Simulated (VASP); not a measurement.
# Sc2TiTe3 (P-3m1) in VASP: notebook

Runs on Sc2TiTe3. Level: PBE. Tasks: single point, relaxation of cell and atoms.

Program: VASP 6.6.1. These are calculated values, not measurements. Logs are shortened: lines on timing, memory, paths and dates and some standing lists are left out, and cuts for length are marked.

## (1) The cell of the first run

The structure is trigonal, space group P-3m1 (No. 164). Conventional cell: a = 4.126 Å, b = 4.126 Å, c = 10.003 Å, α = 90.00°, β = 90.00°, γ = 120.00°. Sc (site symmetry 3m) has 6 Te at 2.92 to 2.96 Å within 3.8 Å. Ti (site symmetry -3m) has 6 Te at 2.85 Å within 3.8 Å. Te (site symmetry 3m) has 3 Ti at 2.85 Å and 3 Sc at 2.92 Å and 12 Te at 3.92 to 4.19 Å within 4.2 Å. Te (site symmetry -3m) has 6 Sc at 2.96 Å within 3.9 Å.

## (2) Single point, PBE

File INCAR:

```
SYSTEM = Sc2TiTe3
  PREC = Accurate
  ENCUT = 520
  EDIFF = 1E-6
  ISMEAR = 0
  SIGMA = 0.1
  LREAL = .False.
  LASPH = .True.
  NELM = 100
  ALGO = Normal
  ISIF = 2
  LWAVE = .False.
  LCHARG = .False.
  GGA = PE
  NBANDS = 35
```

File KPOINTS:

```
regular mesh
0
Gamma
  6 6 2
  0 0 0
```

File POSCAR:

```
Sc2TiTe3
1.0
    4.1262473938     -0.0000000028      0.0000000000
   -2.0631236944      3.5734350667      0.0000000000
    0.0000000000      0.0000000000     10.0033162809
Sc Ti Te
2 1 3
Direct
    0.3333333333      0.6666666667      0.8248562454
    0.6666666667      0.3333333333      0.1751437546
    0.0000000000      0.0000000000      0.5000000000
    0.6666666667      0.3333333333      0.6557701054
    0.0000000000      0.0000000000      0.0000000000
    0.3333333333      0.6666666667      0.3442298946
```

Potentials or basis: VASP PAW PBE potentials, release 64 (Sc_sv, Ti_sv, Te).

Run with:

```console
$ cat potpaw_PBE.64/Sc_sv/POTCAR potpaw_PBE.64/Ti_sv/POTCAR potpaw_PBE.64/Te/POTCAR > POTCAR
$ mpirun -np 1 vasp_std > vasp.out
```

OUTCAR:

```text
SYSTEM = Sc2TiTe3
   PREC = Accurate
   ENCUT = 520
   EDIFF = 1E-6
   ISMEAR = 0
   LREAL = .False.
   LASPH = .True.
   NELM = 100
   ISIF = 2
   GGA = PE

 ion  position               nearest neighbor table
   1  0.333  0.667  0.825-   4 2.92   4 2.92   4 2.92   5 2.96   5 2.96   5 2.96
   2  0.667  0.333  0.175-   6 2.92   6 2.92   6 2.92   5 2.96   5 2.96   5 2.96
   3  0.000  0.000  0.500-   4 2.85   6 2.85   6 2.85   4 2.85   4 2.85   6 2.85
   4  0.667  0.333  0.656-   3 2.85   3 2.85   3 2.85   1 2.92   1 2.92   1 2.92
   5  0.000  0.000  0.000-   1 2.96   2 2.96   1 2.96   2 2.96   2 2.96   1 2.96
   6  0.333  0.667  0.344-   3 2.85   3 2.85   3 2.85   2 2.92   2 2.92   2 2.92

  LATTYP: Found a hexagonal cell.
 ALAT       =     4.1262473938
 C/A-ratio  =     2.4243132624

  Lattice vectors:

 A1 = (   4.1262473938,  -0.0000000028,   0.0000000000)
 A2 = (  -2.0631236944,   3.5734350667,   0.0000000000)
 A3 = (   0.0000000000,   0.0000000000,  10.0033162809)

Analysis of symmetry for initial positions (statically):
=====================================================================
 Subroutine PRICEL returns:
 Original cell was already a primitive cell.

 Routine SETGRP: Setting up the symmetry group for a
 hexagonal supercell.

 Subroutine GETGRP returns: Found 12 space group operations
 (whereof 12 operations were pure point group operations)
 out of a pool of 24 trial point group operations.

The static configuration has the point symmetry D_3d.

Analysis of symmetry for dynamics (positions and initial velocities):
=====================================================================
 Subroutine PRICEL returns:
 Original cell was already a primitive cell.

 Routine SETGRP: Setting up the symmetry group for a
 hexagonal supercell.

 Subroutine GETGRP returns: Found 12 space group operations
 (whereof 12 operations were pure point group operations)
 out of a pool of 24 trial point group operations.

The dynamic configuration has the point symmetry D_3d.

 Subroutine INISYM returns: Found 12 space group operations
 (whereof 12 operations are pure point group operations),
 and found     1 'primitive' translations

----------------------------------------------------------------------------------------

                                     Primitive cell

  volume of cell :     147.4977

  direct lattice vectors                    reciprocal lattice vectors
     4.126247394 -0.000000003  0.000000000     0.242350956  0.139921389  0.000000000
    -2.063123694  3.573435067  0.000000000     0.000000000  0.279842779  0.000000000
     0.000000000  0.000000000 10.003316281     0.000000000  0.000000000  0.099966848

  length of vectors
     4.126247394  4.126247394 10.003316281     0.279842779  0.279842779  0.099966848

  position of ions in fractional coordinates (direct lattice)
     0.333333333  0.666666667  0.824856245
     0.666666667  0.333333333  0.175143755
     0.000000000  0.000000000  0.500000000
     0.666666667  0.333333333  0.655770105
     0.000000000  0.000000000  0.000000000
     0.333333333  0.666666667  0.344229895

  ion indices of the primitive-cell ions
   primitive index   ion index
                 1           1
                 2           2
                 3           3
                 4           4
                 5           5
                 6           6

----------------------------------------------------------------------------------------

 KPOINTS: regular mesh

Automatic generation of k-mesh.
 Grid dimensions read from file:
 generate k-points for:    6    6    2

 Generating k-lattice:

  Cartesian coordinates                     Fractional coordinates (reciprocal lattice)
     0.040391826  0.023320232  0.000000000     0.166666667  0.000000000  0.000000000
     0.000000000  0.046640463  0.000000000     0.000000000  0.166666667  0.000000000
     0.000000000  0.000000000  0.049983424     0.000000000  0.000000000  0.500000000

  Length of vectors
     0.046640463  0.046640463  0.049983424

  Shift w.r.t. Gamma in fractional coordinates (k-lattice)
     0.000000000  0.000000000  0.000000000

 Subroutine IBZKPT returns following result:
 ===========================================

 Found     14 irreducible k-points:

 Following reciprocal coordinates:
            Coordinates               Weight
  0.000000  0.000000  0.000000      1.000000
  0.166667 -0.000000  0.000000      6.000000
  0.333333  0.000000  0.000000      6.000000
  0.500000 -0.000000  0.000000      3.000000
  0.166667  0.166667  0.000000      6.000000
  0.333333  0.166667  0.000000     12.000000
  0.333333  0.333333  0.000000      2.000000
  0.000000  0.000000  0.500000      1.000000
  0.166667 -0.000000  0.500000      6.000000
  0.333333  0.000000  0.500000      6.000000
  0.500000 -0.000000  0.500000      3.000000
  0.166667  0.166667  0.500000      6.000000
  0.333333  0.166667  0.500000     12.000000
  0.333333  0.333333  0.500000      2.000000
   k-points           NKPTS =     14   k-points in BZ     NKDIM =     14   number of bands    NBANDS=     35
   number of dos      NEDOS =    301   number of ions     NIONS =      6
   total plane-waves  NPLWV =  81920
   dimension x,y,z NGX =    32 NGY =   32 NGZ =   80
   dimension x,y,z NGXF=    64 NGYF=   64 NGZF=  160
   ions per type =               2   1   3
   NGX,Y,Z   is equivalent  to a cutoff of  12.89, 12.89, 13.30 a.u.
   NGXF,Y,Z  is equivalent  to a cutoff of  25.79, 25.79, 26.59 a.u.
 SYSTEM =  Sc2TiTe3
   PREC   = accura    normal or accurate (medium, high low for compatibility)
   ISTART =      0    job   : 0-new  1-cont  2-samecut
   ICHARG =      2    charge: 1-file 2-atom 10-const
   ISPIN  =      1    spin polarized calculation?
   LNONCOLLINEAR =      F non collinear calculations
   LSORBIT =      F    spin-orbit coupling
   LASPH  =      T    aspherical Exc in radial PAW
   ENCUT  =  520.0 eV  38.22 Ry    6.18 a.u.   7.67  7.67 18.60*2*pi/ulx,y,z
   NELM   =    100;   NELMIN=  2; NELMDL= -5     # of ELM steps
   EDIFF  = 0.1E-05   stopping-criterion for ELM
   LREAL  =      F    real-space projection
   EDIFFG = 0.1E-04   stopping-criterion for IOM
   NSW    =      0    number of steps for IOM
   IBRION =     -1    ionic relax: 0-MD 1-quasi-New 2-CG
   NFREE  =      0    steps in history (QN), initial steepest desc. (CG)
   ISIF   =      2    stress and relaxation
   ISYM   =      2    0-nonsym 1-usesym 2-fastsym
   POTIM  = 0.5000    time-step for ionic-motion
   TEBEG  =    0.0;   TEEND  =   0.0 temperature during run
   PSTRESS=    0.0 pullay stress
   NELECT =      52.0000    total number of electrons
   NUPDOWN=      -1.0000    fix difference up-down
   EMIN   =  10.00;   EMAX   =-10.00  energy-range for DOS
   EFERMI =   0.00;   METHOD = LEGACY
   ISMEAR =     0;   SIGMA  =   0.10  broadening in eV -4-tet -1-fermi 0-gaus
   EFERMI_NEDOS =   21; number of points for ismear=-14 and -15
   IALGO  =     38    algorithm
   IMIX   =      4    mixing-type and parameters
     AMIX     =   0.40;   BMIX     =  1.00
     AMIX_MAG =   1.60;   BMIX_MAG =  1.00
  volume/ion in A,a.u.               =      24.58       165.89
  Fermi-wavevector in a.u.,A,eV,Ry     =   1.156505  2.185478 18.197848  1.337504
  Thomas-Fermi vector in A             =   2.293125
   LORBIT       =      0    0 simple, 1 ext, 2 COOP (PROOUT), +10 PAW based schemes
   GGA     = PE    functional components
   LHFCALC =     F    Hartree Fock is set to
   AEXX    =    0.0000 exact exchange contribution
   IVDW    =     0    specifies the selected vdW correction
   LEPSILON=     F    determine dielectric tensor
   LRPA    =     F    only Hartree local field effects (RPA)
 non-spin polarized calculation
 Gauss-broadening in eV      SIGMA  =   0.10
  energy-cutoff  :      520.00
  volume of cell :      147.50
 maximum number of plane-waves:      4003
 NGX is ok and might be reduce to    32
   NGX = 15   NGY = 15   NGZ = 37

 number of electron      51.9999996 magnetization

 Free energy of the ion-electron system (eV)
  ---------------------------------------------------
  ext. energy  EPLUGINS =         0.00000000
  ---------------------------------------------------
  free energy    TOTEN  =       -34.78030638 eV

  energy without entropy =      -34.73627160  energy(sigma->0) =      -34.75828899

 E-fermi :   7.9538     XC(G=0): -10.1677

 val. band max:        7.9443107395   @ k =   0.3333   0.1667   0.5000
 cond. band min:       7.9802459231   @ k =   0.1667  -0.0000   0.0000
 fundamental gap:      0.0359351837
 Fermi energy:         7.9538301992

 k-point     1 :       0.0000    0.0000    0.0000
  band No.  band energies     occupation
      1     -49.8144      2.00000
      2     -42.7271      2.00000
      3     -42.7261      2.00000
      4     -26.1183      2.00000
      5     -26.1183      2.00000
      6     -26.0997      2.00000
[... 27 lines left out ...]
     34       8.5117      0.00000
     35       8.5117      0.00000

 k-point     2 :       0.1667   -0.0000    0.0000
  band No.  band energies     occupation
      1     -49.8141      2.00000
      2     -42.7265      2.00000
      3     -42.7256      2.00000
      4     -26.1227      2.00000
      5     -26.1193      2.00000
      6     -26.0986      2.00000
[... 27 lines left out ...]
     34       8.8669      0.00000
     35       8.9754      0.00000

 k-point     3 :       0.3333    0.0000    0.0000
  band No.  band energies     occupation
      1     -49.8137      2.00000
      2     -42.7254      2.00000
      3     -42.7247      2.00000
      4     -26.1317      2.00000
      5     -26.1212      2.00000
      6     -26.0966      2.00000
[... 27 lines left out ...]
     34       9.2187      0.00000
     35       9.3861      0.00000
[... 343 lines left out ...]
 k-point    13 :       0.3333    0.1667    0.5000
  band No.  band energies     occupation
      1     -49.8134      2.00000
      2     -42.7247      2.00000
      3     -42.7243      2.00000
      4     -26.1338      2.00000
      5     -26.1246      2.00000
      6     -26.0956      2.00000
[... 27 lines left out ...]
     34       9.2364      0.00000
     35       9.2698      0.00000

 k-point    14 :       0.3333    0.3333    0.5000
  band No.  band energies     occupation
      1     -49.8133      2.00000
      2     -42.7243      2.00000
      3     -42.7243      2.00000
      4     -26.1305      2.00000
      5     -26.1305      2.00000
      6     -26.0951      2.00000
[... 27 lines left out ...]
     34       9.3119      0.00000
     35       9.3127      0.00000

------------------------ aborting loop because EDIFF is reached ----------------------------------------

  FORCE on cell =-STRESS in cart. coord.  units (eV):
  Direction    XX          YY          ZZ          XY          YZ          ZX
  --------------------------------------------------------------------------------------
  -------------------------------------------------------------------------------------
  Total        0.0629808      0.0629808      0.0113537      0.0000000      0.0000000      0.0000000
  in kB        0.6841222      0.6841222      0.1233284      0.0000000      0.0000000      0.0000000
  external PRESSURE =       0.4971910 kB  Pullay stress =       0.0000000 kB

 VOLUME and BASIS-vectors are now :
 -----------------------------------------------------------------------------
  energy-cutoff  :      520.00
  volume of cell :      147.50
      direct lattice vectors                 reciprocal lattice vectors
     4.126247394 -0.000000003  0.000000000     0.242350956  0.139921389  0.000000000
    -2.063123694  3.573435067  0.000000000     0.000000000  0.279842779  0.000000000
     0.000000000  0.000000000 10.003316281     0.000000000  0.000000000  0.099966848

 POSITION                                       TOTAL-FORCE (eV/Angst)
 -----------------------------------------------------------------------------------
      0.00000      2.38229      8.25130        -0.000000      0.000000     -0.000919
      2.06312      1.19115      1.75202         0.000000     -0.000000      0.000919
      0.00000      0.00000      5.00166         0.000000      0.000000      0.000000
      2.06312      1.19115      6.55988         0.000000      0.000000     -0.007518
      0.00000      0.00000      0.00000         0.000000      0.000000      0.000000
      0.00000      2.38229      3.44344         0.000000      0.000000      0.007518
 -----------------------------------------------------------------------------------
    total drift:                               -0.000000      0.000000      0.000000

  FREE ENERGIE OF THE ION-ELECTRON SYSTEM (eV)
  ---------------------------------------------------
  free  energy   TOTEN  =       -34.7803063820 eV

  energy  without entropy=      -34.7362715987  energy(sigma->0) =      -34.75828899
```

Run time: 2.1 min. Hardware: 1 thread of AMD EPYC 9755, shared host; peak memory 0.26 GiB.

What came out:

```yaml
Free_energy: -34.7803 eV
Pressure: 0.0 GPa
Largest_force: 0.008 eV/Å
Band_gap_on_the_k_mesh: zero (bands 26 and 27 overlap by 0.63 eV)
```

Forces on the atoms (eV/Å):
```
Sc   0.000  0.000 -0.001
Sc   0.000  0.000  0.001
Ti   0.000  0.000  0.000
Te   0.000  0.000 -0.008
Te   0.000  0.000  0.000
Te   0.000  0.000  0.008
```

Caveat: spin-orbit coupling is left out, which moves the levels of the heavy elements.

## (3) Single point, PBE

This run uses another cell than the first one, of 26.47 Å³/atom.

File INCAR:

```
PREC = Accurate
ENCUT = 520
EDIFF = 1E-6
ISMEAR = 0
SIGMA = 0.1
LREAL = F
LASPH = T
NELM = 80
ALGO = Normal
ISIF = 2
LWAVE = F
LCHARG = F
GGA = PE
NBANDS = 35
```

File KPOINTS:

```
regular mesh
0
Gamma
  6 6 2
```

File POSCAR:

```
Sc2TiTe3
1.0
    4.2043670700      0.0000000000      0.0000000000
   -2.1021835300      3.6410886900      0.0000000000
    0.0000000000      0.0000000000     10.3735769900
Sc Ti Te
2 1 3
Direct
    0.3333333300      0.6666666700      0.8219813200
    0.6666666700      0.3333333300      0.1780186800
    0.0000000000      0.0000000000      0.5000000000
    0.6666666700      0.3333333300      0.6439626300
    0.0000000000      0.0000000000      0.0000000000
    0.3333333300      0.6666666700      0.3560373700
```

Potentials or basis: VASP PAW PBE potentials, release 64 (Sc_sv, Ti_sv, Te).

Run with:

```console
$ cat potpaw_PBE.64/Sc_sv/POTCAR potpaw_PBE.64/Ti_sv/POTCAR potpaw_PBE.64/Te/POTCAR > POTCAR
$ mpirun -np 1 vasp_std > vasp.out
```

It took 2.1 min on 1 thread of AMD EPYC 9755, shared host; peak memory 0.27 GiB.

It converged, with:

```yaml
Free_energy: -34.5382 eV
Pressure: -3.9 GPa
Largest_force: 0.769 eV/Å
Band_gap_on_the_k_mesh: zero (bands 26 and 27 overlap by 0.58 eV)
```

Forces on the atoms (eV/Å):
```
Sc   0.000  0.000 -0.137
Sc   0.000  0.000  0.137
Ti   0.000  0.000  0.000
Te   0.000  0.000  0.769
Te   0.000  0.000  0.000
Te   0.000  0.000 -0.769
```

Stress tensor (GPa, compression positive):
```
-3.73  0.00  0.00
 0.00 -3.73  0.00
 0.00  0.00 -4.33
```

Levels at points of the mesh, in eV from the Fermi level:
| k point | band 23 | band 24 | band 25 | band 26 | band 27 | band 28 | band 29 | band 30 |
| --- | --- | --- | --- | --- | --- | --- | --- | --- |
| (0.00, 0.00, 0.00) | -1.67 | -1.67 | -0.50 | -0.50 | -0.42 | -0.08 | -0.08 | 0.31 |
| (0.50, 0.00, 0.00) | -3.22 | -3.16 | -1.53 | 0.12 | 0.16 | 0.16 | 0.21 | 0.50 |
| (0.00, 0.00, 0.50) | -2.29 | -2.29 | -0.44 | -0.44 | -0.08 | -0.06 | 0.13 | 0.13 |
| (0.50, 0.00, 0.50) | -3.53 | -3.17 | -0.98 | -0.69 | 0.20 | 0.25 | 0.70 | 0.84 |

Caveat: the cell stands under tension; spin-orbit coupling is left out, which moves the levels of the heavy elements.

[end of part 1 of 2]

The gap in the log of VASP goes by the Fermi energy; the results here count the filled bands.